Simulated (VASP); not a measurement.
Ca:

```
Ca
1.0
     3.61195    0.00000    0.00000
     0.00000    3.61195    0.00000
     0.00000    0.00000    3.61195
Ca
1
Direct
  0.00000 0.00000 0.00000
```

This isn't the form of Ca at room conditions, which is fcc.

```yaml
Program: VASP 6.6.1
Task: relaxation of cell and atoms
Functional: LDA
Potentials_or_basis: VASP PAW LDA potentials, release 64 (Ca_sv)
Cutoff: 600 eV
k_mesh: 9 × 9 × 9
Occupations: fermi-dirac, width 0.1 eV
Spin: no spin polarisation
```

At the start: pressure -1.8 GPa; volume 47.12 Å³/atom.

Q: How do energy, volume and symmetry change on relaxing?

A: Over 4 steps the energy falls by 58.2 meV/atom and the volume is 38.21 Å³/atom (-18.9 %); space group Pm-3m (No. 221, to 0.1 Å) before and after.

Step by step:
| step | energy change (eV) | largest force (eV/Å) | pressure (GPa) | volume (Å³) |
| --- | --- | --- | --- | --- |
| 1 | 0.0000 | 0.0000 | -1.85 | 47.12 |
| 2 | -0.0355 | 0.0000 | -1.28 | 43.51 |
| 3 | -0.0578 | 0.0000 | -0.21 | 38.98 |
| 4 | -0.0582 | 0.0000 | 0.02 | 38.21 |

Final structure:
```
Ca
1.0
     3.36830    0.00000    0.00000
     0.00000    3.36830    0.00000
     0.00000    0.00000    3.36830
Ca
1
Direct
  0.00000 0.00000 0.00000
```

Caveat: the volume moved by over 15 % at a fixed basis, so the end points are rough.
